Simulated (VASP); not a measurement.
# NbTe (P-6m2) in VASP: single point with PBE

Aim: the single point of NbTe with PBE.

Program: VASP 6.6.1. These are calculated values, not measurements. Logs are shortened: lines on timing, memory, paths and dates and some standing lists are left out, and cuts for length are marked.

## 1. The cell of the first run

Symmetry: P-6m2, No. 187, hexagonal system. Conventional cell: a = 3.703 Å, b = 3.703 Å, c = 3.694 Å, α = 90.00°, β = 90.00°, γ = 120.00°. Within 3.7 Å of Te (site symmetry -6m2) lie 6 Nb at 2.83 Å and 2 Te at 3.69 Å. Within 3.7 Å of Nb (site symmetry -6m2) lie 6 Te at 2.83 Å and 2 Nb at 3.69 Å.

## 2. Single point, PBE

File INCAR:

```
SYSTEM = NbTe
PREC = Accurate
ENCUT = 500
EDIFF = 1E-6
ISMEAR = 0
SIGMA = 0.024
LREAL = .FALSE.
LASPH = .TRUE.
NELM = 120
ALGO = Normal
ISIF = 2
LWAVE = .FALSE.
LCHARG = .FALSE.
GGA = PE
NBANDS = 16
GGA_COMPAT = .FALSE.
```

File KPOINTS:

```
Automatic mesh
0
G
  8 8 7
  0 0 0
```

File POSCAR:

```
NbTe
1.0
    3.7029743866      0.0000000000      0.0000000000
   -1.8514871933      3.2068698884      0.0000000000
    0.0000000000      0.0000000000      3.6942110000
Te Nb
1 1
Direct
    0.6666666667      0.3333333333      0.0000000000
    0.0000000000      0.0000000000      0.5000000000
```

Potentials or basis: VASP PAW PBE potentials, release 64 (Te, Nb_sv).

Launch:

```console
$ cat potpaw_PBE.64/Te/POTCAR potpaw_PBE.64/Nb_sv/POTCAR > POTCAR
$ mpirun -np 1 vasp_std > vasp.out
```

OUTCAR:

```text
SYSTEM = NbTe
   PREC = Accurate
   ENCUT = 500
   EDIFF = 1E-6
   ISMEAR = 0
   LREAL = .FALSE.
   LASPH = .TRUE.
   NELM = 120
   ISIF = 2
   GGA = PE

 ion  position               nearest neighbor table
   1  0.667  0.333  0.000-   2 2.83   2 2.83   2 2.83   2 2.83   2 2.83   2 2.83
   2  0.000  0.000  0.500-   1 2.83   1 2.83   1 2.83   1 2.83   1 2.83   1 2.83

  LATTYP: Found a hexagonal cell.
 ALAT       =     3.7029743866
 C/A-ratio  =     0.9976334196

  Lattice vectors:

 A1 = (   3.7029743866,   0.0000000000,   0.0000000000)
 A2 = (  -1.8514871933,   3.2068698884,   0.0000000000)
 A3 = (   0.0000000000,   0.0000000000,   3.6942110000)

Analysis of symmetry for initial positions (statically):
=====================================================================
 Subroutine PRICEL returns:
 Original cell was already a primitive cell.

 Routine SETGRP: Setting up the symmetry group for a
 hexagonal supercell.

 Subroutine GETGRP returns: Found 12 space group operations
 (whereof 12 operations were pure point group operations)
 out of a pool of 24 trial point group operations.

The static configuration has the point symmetry D_3h.

Analysis of symmetry for dynamics (positions and initial velocities):
=====================================================================
 Subroutine PRICEL returns:
 Original cell was already a primitive cell.

 Routine SETGRP: Setting up the symmetry group for a
 hexagonal supercell.

 Subroutine GETGRP returns: Found 12 space group operations
 (whereof 12 operations were pure point group operations)
 out of a pool of 24 trial point group operations.

The dynamic configuration has the point symmetry D_3h.

 Subroutine INISYM returns: Found 12 space group operations
 (whereof 12 operations are pure point group operations),
 and found     1 'primitive' translations

----------------------------------------------------------------------------------------

                                     Primitive cell

  volume of cell :      43.8686

  direct lattice vectors                    reciprocal lattice vectors
     3.702974387  0.000000000  0.000000000     0.270053178  0.155915275  0.000000000
    -1.851487193  3.206869888  0.000000000     0.000000000  0.311830550  0.000000000
     0.000000000  0.000000000  3.694211000     0.000000000  0.000000000  0.270693796

  length of vectors
     3.702974387  3.702974387  3.694211000     0.311830550  0.311830550  0.270693796

  position of ions in fractional coordinates (direct lattice)
     0.666666667  0.333333333  0.000000000
     0.000000000  0.000000000  0.500000000

  ion indices of the primitive-cell ions
   primitive index   ion index
                 1           1
                 2           2

----------------------------------------------------------------------------------------

 KPOINTS: Automatic mesh

Automatic generation of k-mesh.
 Grid dimensions read from file:
 generate k-points for:    8    8    7

 Generating k-lattice:

  Cartesian coordinates                     Fractional coordinates (reciprocal lattice)
     0.033756647  0.019489409  0.000000000     0.125000000  0.000000000  0.000000000
     0.000000000  0.038978819  0.000000000     0.000000000  0.125000000  0.000000000
     0.000000000  0.000000000  0.038670542     0.000000000  0.000000000  0.142857143

  Length of vectors
     0.038978819  0.038978819  0.038670542

  Shift w.r.t. Gamma in fractional coordinates (k-lattice)
     0.000000000  0.000000000  0.000000000

 Subroutine IBZKPT returns following result:
 ===========================================

 Found     40 irreducible k-points:

 Following reciprocal coordinates:
            Coordinates               Weight
  0.000000  0.000000  0.000000      1.000000
  0.125000 -0.000000  0.000000      6.000000
  0.250000 -0.000000  0.000000      6.000000
  0.375000  0.000000  0.000000      6.000000
  0.500000 -0.000000  0.000000      3.000000
  0.125000  0.125000  0.000000      6.000000
[... 16 lines left out ...]
  0.250000 -0.000000  0.285714     12.000000
  0.375000  0.000000  0.285714     12.000000
 [... further k-points ...]
   k-points           NKPTS =     40   k-points in BZ     NKDIM =     40   number of bands    NBANDS=     16
   number of dos      NEDOS =    301   number of ions     NIONS =      2
   total plane-waves  NPLWV =  21952
   dimension x,y,z NGX =    28 NGY =   28 NGZ =   28
   dimension x,y,z NGXF=    56 NGYF=   56 NGZF=   56
   ions per type =               1   1
   NGX,Y,Z   is equivalent  to a cutoff of  12.57, 12.57, 12.60 a.u.
   NGXF,Y,Z  is equivalent  to a cutoff of  25.14, 25.14, 25.20 a.u.
 SYSTEM =  NbTe
   PREC   = accura    normal or accurate (medium, high low for compatibility)
   ISTART =      0    job   : 0-new  1-cont  2-samecut
   ICHARG =      2    charge: 1-file 2-atom 10-const
   ISPIN  =      1    spin polarized calculation?
   LNONCOLLINEAR =      F non collinear calculations
   LSORBIT =      F    spin-orbit coupling
   LASPH  =      T    aspherical Exc in radial PAW
   ENCUT  =  500.0 eV  36.75 Ry    6.06 a.u.   6.75  6.75  6.74*2*pi/ulx,y,z
   NELM   =    120;   NELMIN=  2; NELMDL= -5     # of ELM steps
   EDIFF  = 0.1E-05   stopping-criterion for ELM
   LREAL  =      F    real-space projection
   EDIFFG = 0.1E-04   stopping-criterion for IOM
   NSW    =      0    number of steps for IOM
   IBRION =     -1    ionic relax: 0-MD 1-quasi-New 2-CG
   NFREE  =      0    steps in history (QN), initial steepest desc. (CG)
   ISIF   =      2    stress and relaxation
   ISYM   =      2    0-nonsym 1-usesym 2-fastsym
   POTIM  = 0.5000    time-step for ionic-motion
   TEBEG  =    0.0;   TEEND  =   0.0 temperature during run
   PSTRESS=    0.0 pullay stress
   NELECT =      19.0000    total number of electrons
   NUPDOWN=      -1.0000    fix difference up-down
   EMIN   =  10.00;   EMAX   =-10.00  energy-range for DOS
   EFERMI =   0.00;   METHOD = LEGACY
   ISMEAR =     0;   SIGMA  =   0.02  broadening in eV -4-tet -1-fermi 0-gaus
   EFERMI_NEDOS =   21; number of points for ismear=-14 and -15
   IALGO  =     38    algorithm
   IMIX   =      4    mixing-type and parameters
     AMIX     =   0.40;   BMIX     =  1.00
     AMIX_MAG =   1.60;   BMIX_MAG =  1.00
  volume/ion in A,a.u.               =      21.93       148.02
  Fermi-wavevector in a.u.,A,eV,Ry     =   1.238630  2.340671 20.874103  1.534203
  Thomas-Fermi vector in A             =   2.373147
   LORBIT       =      0    0 simple, 1 ext, 2 COOP (PROOUT), +10 PAW based schemes
   GGA     = PE    functional components
   LHFCALC =     F    Hartree Fock is set to
   AEXX    =    0.0000 exact exchange contribution
   IVDW    =     0    specifies the selected vdW correction
   LEPSILON=     F    determine dielectric tensor
   LRPA    =     F    only Hartree local field effects (RPA)
 non-spin polarized calculation
 Gauss-broadening in eV      SIGMA  =   0.02
  energy-cutoff  :      500.00
  volume of cell :       43.87
 maximum number of plane-waves:      1141
 NGX is ok and might be reduce to    28
   NGX = 13   NGY = 13   NGZ = 13

 number of electron      18.9999998 magnetization

 Free energy of the ion-electron system (eV)
  ---------------------------------------------------
  ext. energy  EPLUGINS =         0.00000000
  ---------------------------------------------------
  free energy    TOTEN  =       -13.63433661 eV

  energy without entropy =      -13.63359144  energy(sigma->0) =      -13.63396402

 E-fermi :  11.0646     XC(G=0): -11.2768

 val. band max:       11.0531617778   @ k =   0.1250  -0.0000   0.2857
 cond. band min:      11.0811118064   @ k =   0.2500   0.1250   0.2857
 fundamental gap:      0.0279500286
 Fermi energy:        11.0646325014

 k-point     1 :       0.0000    0.0000    0.0000
  band No.  band energies     occupation
      1     -44.5601      2.00000
      2     -20.7461      2.00000
      3     -20.5657      2.00000
      4     -20.5657      2.00000
      5      -3.2125      2.00000
      6       7.8795      2.00000
[... 8 lines left out ...]
     15      16.9479      0.00000
     16      18.0377      0.00000

 k-point     2 :       0.1250   -0.0000    0.0000
  band No.  band energies     occupation
      1     -44.5588      2.00000
      2     -20.7428      2.00000
      3     -20.5854      2.00000
      4     -20.5703      2.00000
      5      -3.0246      2.00000
      6       7.0880      2.00000
[... 8 lines left out ...]
     15      16.8238      0.00000
     16      18.8017      0.00000

 k-point     3 :       0.2500   -0.0000    0.0000
  band No.  band energies     occupation
      1     -44.5557      2.00000
      2     -20.7349      2.00000
      3     -20.6325      2.00000
      4     -20.5815      2.00000
      5      -2.5139      2.00000
      6       5.6988      2.00000
[... 8 lines left out ...]
     15      17.8763      0.00000
     16      19.3673      0.00000

 k-point     4 :       0.3750    0.0000    0.0000
  band No.  band energies     occupation
      1     -44.5526      2.00000
      2     -20.7270      2.00000
      3     -20.6792      2.00000
      4     -20.5927      2.00000
      5      -1.8774      2.00000
      6       4.4071      2.00000
[... 8 lines left out ...]
     15      17.4633      0.00000
     16      19.6632      0.00000

 k-point     5 :       0.5000   -0.0000    0.0000
  band No.  band energies     occupation
      1     -44.5513      2.00000
      2     -20.7238      2.00000
      3     -20.6983      2.00000
      4     -20.5973      2.00000
      5      -1.5496      2.00000
      6       3.8438      2.00000
[... 8 lines left out ...]
     15      16.7485      0.00000
     16      19.7737      0.00000

 k-point     6 :       0.1250    0.1250    0.0000
  band No.  band energies     occupation
      1     -44.5566      2.00000
      2     -20.7372      2.00000
      3     -20.6167      2.00000
      4     -20.5804      2.00000
      5      -2.6742      2.00000
      6       6.1574      2.00000
[... 8 lines left out ...]
     15      17.0663      0.00000
     16      19.4699      0.00000

 k-point     7 :       0.2500    0.1250    0.0000
  band No.  band energies     occupation
      1     -44.5535      2.00000
      2     -20.7294      2.00000
      3     -20.6589      2.00000
      4     -20.5962      2.00000
      5      -2.0886      2.00000
      6       4.9908      2.00000
[... 8 lines left out ...]
     15      18.1395      0.00000
     16      19.5971      0.00000

 k-point     8 :       0.3750    0.1250    0.0000
  band No.  band energies     occupation
      1     -44.5513      2.00000
      2     -20.7238      2.00000
      3     -20.6882      2.00000
      4     -20.6076      2.00000
      5      -1.5691      2.00000
      6       4.1240      2.00000
[... 8 lines left out ...]
     15      17.5532      0.00000
     16      19.5611      0.00000

 k-point     9 :       0.2500    0.2500    0.0000
  band No.  band energies     occupation
      1     -44.5513      2.00000
      2     -20.7238      2.00000
      3     -20.6744      2.00000
      4     -20.6215      2.00000
      5      -1.5882      2.00000
      6       4.5184      2.00000
[... 8 lines left out ...]
     15      19.2700      0.00000
     16      19.3050      0.00000
[... 172 lines left out ...]
 k-point    19 :       0.2500    0.2500    0.1429
  band No.  band energies     occupation
      1     -44.5504      2.00000
      2     -20.7424      2.00000
      3     -20.6707      2.00000
      4     -20.6185      2.00000
      5      -1.5161      2.00000
      6       4.7140      2.00000
[... 8 lines left out ...]
     15      17.6331      0.00000
     16      19.4511      0.00000

 k-point    20 :       0.3750    0.2500    0.1429
  band No.  band energies     occupation
      1     -44.5495      2.00000
      2     -20.7398      2.00000
      3     -20.6729      2.00000
      4     -20.6330      2.00000
      5      -1.3012      2.00000
      6       4.5936      2.00000
[... 8 lines left out ...]
     15      18.0521      0.00000
     16      19.0119      0.00000

 k-point    21 :       0.0000    0.0000    0.2857
  band No.  band energies     occupation
      1     -44.5570      2.00000
      2     -20.8153      2.00000
      3     -20.5597      2.00000
      4     -20.5597      2.00000
      5      -2.4913      2.00000
      6       4.9106      2.00000
[... 8 lines left out ...]
     15      18.9721      0.00000
     16      18.9721      0.00000

 k-point    22 :       0.1250   -0.0000    0.2857
  band No.  band energies     occupation
      1     -44.5557      2.00000
      2     -20.8107      2.00000
      3     -20.5783      2.00000
      4     -20.5640      2.00000
      5      -2.3531      2.00000
      6       5.0436      2.00000
[... 8 lines left out ...]
     15      17.6578      0.00000
     16      19.1043      0.00000

 k-point    23 :       0.2500   -0.0000    0.2857
  band No.  band energies     occupation
      1     -44.5526      2.00000
      2     -20.7996      2.00000
      3     -20.6230      2.00000
      4     -20.5741      2.00000
      5      -1.9845      2.00000
      6       5.2830      2.00000
[... 8 lines left out ...]
     15      17.8150      0.00000
     16      19.4991      0.00000

 k-point    24 :       0.3750    0.0000    0.2857
  band No.  band energies     occupation
      1     -44.5496      2.00000
      2     -20.7885      2.00000
      3     -20.6672      2.00000
      4     -20.5843      2.00000
      5      -1.5438      2.00000
      6       4.8042      2.00000
[... 8 lines left out ...]
     15      17.3065      0.00000
     16      19.6415      0.00000

 [... further k-points ...]
[... 5 lines left out ...]
  --------------------------------------------------------------------------------------
  -------------------------------------------------------------------------------------
  Total       -0.3353320     -0.3353320     -0.0307662      0.0000000      0.0000000      0.0000000
  in kB      -12.2470615    -12.2470615     -1.1236476      0.0000000      0.0000000      0.0000000
  external PRESSURE =      -8.5392568 kB  Pullay stress =       0.0000000 kB

 VOLUME and BASIS-vectors are now :
 -----------------------------------------------------------------------------
  energy-cutoff  :      500.00
  volume of cell :       43.87
      direct lattice vectors                 reciprocal lattice vectors
     3.702974387  0.000000000  0.000000000     0.270053178  0.155915275  0.000000000
    -1.851487193  3.206869888  0.000000000     0.000000000  0.311830550  0.000000000
     0.000000000  0.000000000  3.694211000     0.000000000  0.000000000  0.270693796

 POSITION                                       TOTAL-FORCE (eV/Angst)
 -----------------------------------------------------------------------------------
      1.85149      1.06896      0.00000         0.000000      0.000000      0.000000
      0.00000      0.00000      1.84711        -0.000000      0.000000      0.000000
 -----------------------------------------------------------------------------------
    total drift:                               -0.000000      0.000000     -0.000000

  FREE ENERGIE OF THE ION-ELECTRON SYSTEM (eV)
  ---------------------------------------------------
  free  energy   TOTEN  =       -13.6343366113 eV

  energy  without entropy=      -13.6335914370  energy(sigma->0) =      -13.63396402
```

It took 10 s on 1 thread of Intel Xeon 6975P-C (Granite Rapids), shared host; peak memory 0.16 GiB.

Results:

```
Free energy : -13.6343 eV
Pressure    : -0.9 GPa
```

Caveat: spin-orbit coupling is left out, which moves the levels of the heavy elements.
